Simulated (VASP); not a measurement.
**TiSi2: single point with PBEsol**

The system is TiSi2.

```
Ti Si
1.0
     0.01779    4.12162    4.24805
     2.38690    0.01035    4.24805
     2.40469    4.13197    0.00000
Ti Si
2 4
Direct
  0.75047 0.75047 0.74953
  0.49953 0.49953 0.50047
  0.08593 0.41396 0.08640
  0.41396 0.08593 0.41371
  0.16407 0.83604 0.16360
  0.83604 0.16407 0.83629
```

This cell differs from its parent crystal: strain along c alone, the other axes held: +1.0 %, then relaxed in part.

* Program: VASP 6.6.1
* Task: single point
* Functional: PBEsol
* Potentials or basis: VASP PAW PBE potentials, release 64 (Ti_sv, Si)
* Cutoff: 520 eV
* k mesh: 10 × 10 × 10
* Occupations: gaussian, width 0.1 eV
* Spin: no spin polarisation

```yaml
Pressure: -1.1 GPa
Largest_force: 0.006 eV/Å
Band_gap_on_the_k_mesh: zero (band 20 reaches 10.83 eV, above the bottom of band 21 at 8.98 eV)
```

Forces in eV/Å, atoms in the order of the input:
```
Ti   0.000  0.000 -0.005
Ti   0.000  0.000  0.005
Si   0.002 -0.001  0.006
Si  -0.002  0.001  0.006
Si  -0.002  0.001 -0.006
Si   0.002 -0.001 -0.006
```

Stress tensor (GPa, compression positive):
```
-0.89 -1.04  0.00
-1.04 -2.39  0.00
 0.00  0.00 -0.15
```

Levels at points of the mesh, in eV from the Fermi level:
| k point | band 18 | band 19 | band 20 | band 21 | band 22 | band 23 |
| --- | --- | --- | --- | --- | --- | --- |
| (0.00, 0.00, 0.00) | -2.03 | -1.75 | -1.40 | -0.94 | 2.08 | 3.17 |
| (0.50, 0.00, 0.00) | -1.04 | -0.02 | 0.16 | 1.03 | 1.40 | 1.73 |
| (0.50, 0.50, 0.00) | -1.54 | -1.00 | -0.97 | 0.80 | 0.80 | 3.21 |
| (0.00, 0.00, 0.50) | -1.10 | -0.02 | 0.15 | 0.99 | 1.41 | 1.74 |
| (0.50, 0.00, 0.50) | -2.32 | -0.88 | -0.88 | 1.27 | 1.27 | 3.34 |
| (0.00, 0.50, 0.50) | -1.15 | -0.66 | -0.66 | 0.89 | 0.89 | 2.32 |

Wall time 8.5 min on 1 thread of AMD EPYC 9R45 96-Core Processor (Zen 5), with other jobs on the host, peak memory 0.61 GiB.

Caveat: the cell differs from its parent crystal (strain along c alone, the other axes held: +1.0 %, then relaxed in part); the PAW data sets were made with another functional, which shifts forces and pressure a little.
